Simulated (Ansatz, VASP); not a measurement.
**Two plane-wave programs on H19NO8**

```
O H N
1.0
     6.06594    0.00000    0.00000
     0.00000    6.06594    0.00000
     0.00000    0.00000    6.06594
O H N
8 19 1
Direct
  0.21025 0.30465 0.50986
  0.57745 0.42541 0.26733
  0.74013 0.21431 0.82762
  0.86929 0.62159 0.56362
  0.08338 0.48220 0.99550
  0.87537 0.07982 0.27441
  0.48249 0.61593 0.84724
  0.52747 0.94652 0.52807
  0.27619 0.17508 0.58024
  0.33036 0.35572 0.41096
  0.55274 0.49823 0.12411
  0.67773 0.29963 0.23882
  0.66873 0.11656 0.71718
  0.75467 0.12491 0.96060
  0.99891 0.52592 0.55891
  0.77251 0.56107 0.44824
  0.02399 0.62415 0.04044
  0.96742 0.41467 0.90452
  0.96587 0.16921 0.37680
  0.00268 0.02303 0.17771
  0.33543 0.54513 0.85709
  0.58467 0.50764 0.78346
  0.66777 0.93772 0.44422
  0.52272 0.81344 0.62200
  0.29477 0.15052 0.03703
  0.34593 0.95855 0.21865
  0.32594 0.89250 0.95846
  0.25811 0.99086 0.07740
```

Alike in both runs: functional PBE; dispersion D3(BJ); k mesh 1 × 1 × 1; occupations fermi-dirac, width 0.05 eV; no spin polarisation.

Ansatz relaxed the structure, and its values are those at the end. VASP's run is a single point on that final structure, the one shown.

```csv
,VASP,Ansatz
version,VASP 6.6.1,Ansatz 0.2.0
potentials or method,"VASP PAW PBE potentials, release 64 (O, H, N), cutoff 520 eV","scalar-relativistic, plane waves, PAW"
valence electrons in the cell,72,72
```

```tsv
	VASP	Ansatz	Ansatz less VASP
gap on the k mesh at the Fermi level (eV)	4.57	4.58	+0.011
rms of the force components (eV/Å)	0.063	0.071	+0.0078
```
